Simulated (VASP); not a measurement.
Wanted: the native input for a VASP 6.6.1 run.

```
Task                               : single point
Functional                         : PBE-based screened hybrid with 25 % exact exchange
Potentials or basis                : VASP PAW PBE potentials, release 64 (C)
Cutoff                             : 520 eV
k mesh                             : 7 × 7 × 7
Occupations                        : fermi-dirac, width 0.05 eV
Spin                               : no spin polarisation
Dipole correction                  : no
Grid for exact exchange (PRECFOCK) : Normal
Share of exact exchange            : 0.25
Further INCAR settings             : ALGO = Normal; EDIFF = 1e-06; NBANDS = 11
Screening parameter                : 0.4 1/Å
```

C:

```xyz
2
Lattice="0.0000 1.7834 1.7834 1.7834 0.0000 1.7834 1.7834 1.7834 0.0000" Properties=species:S:1:pos:R:3 pbc="T T T"
C     2.6751    2.6751    2.6751
C     1.7834    1.7834    1.7834
```

These files were run (other wordings do the same):

POSCAR

```
C
1.0
    0.0000000000      1.7833700000      1.7833700000
    1.7833700000      0.0000000000      1.7833700000
    1.7833700000      1.7833700000      0.0000000000
C
2
Direct
    0.7500000000      0.7500000000      0.7500000000
    0.5000000000      0.5000000000      0.5000000000
```

INCAR.step1

```
SYSTEM = C
  PREC = Accurate
  ENCUT = 520
  EDIFF = 1E-5
  ISMEAR = -1
  SIGMA = 0.05
  LREAL = .False.
  LASPH = .True.
  NELM = 80
  ALGO = Normal
  ISIF = 2
  LWAVE = .True.
  LCHARG = .False.
  GGA = PE
  NBANDS = 11
```

INCAR.step2

```
SYSTEM = C
  PREC = Accurate
  ENCUT = 520
  EDIFF = 1E-6
  ISMEAR = -1
  SIGMA = 0.05
  LREAL = .False.
  LASPH = .True.
  NELM = 80
  ALGO = Normal
  ISIF = 2
  LWAVE = .False.
  LCHARG = .False.
  GGA = PE
  LHFCALC = .True.
  AEXX = 0.25
  HFSCREEN = 0.4
  PRECFOCK = Normal
  ISTART = 1
  NBANDS = 11
```

KPOINTS

```
Automatic mesh
0
Gamma
  7 7 7
  0 0 0
```

Potentials or basis: VASP PAW PBE potentials, release 64 (C).

Run with:

```console
$ cat potpaw_PBE.64/C/POTCAR > POTCAR
$ cp INCAR.step1 INCAR
$ mpirun -np 1 vasp_std > vasp.out
$ cp INCAR.step2 INCAR
$ mpirun -np 1 vasp_std > vasp.out
```

It gave:

| Item | Value |
| --- | --- |
| Pressure | -6.3 GPa |
| Band gap on the k mesh | 4.98 eV (least direct gap 6.55 eV) |

Caveat: the k points lie up to 0.44 Å⁻¹ apart; the PAW data sets were made with another functional, which shifts forces and pressure a little; an odd mesh through Γ misses points on the zone boundary, where band edges can lie.

Wall time 3.1 min on 1 thread of Intel(R) Xeon(R) Platinum 8488C (Sapphire Rapids), on a shared host, peak memory 0.21 GiB.
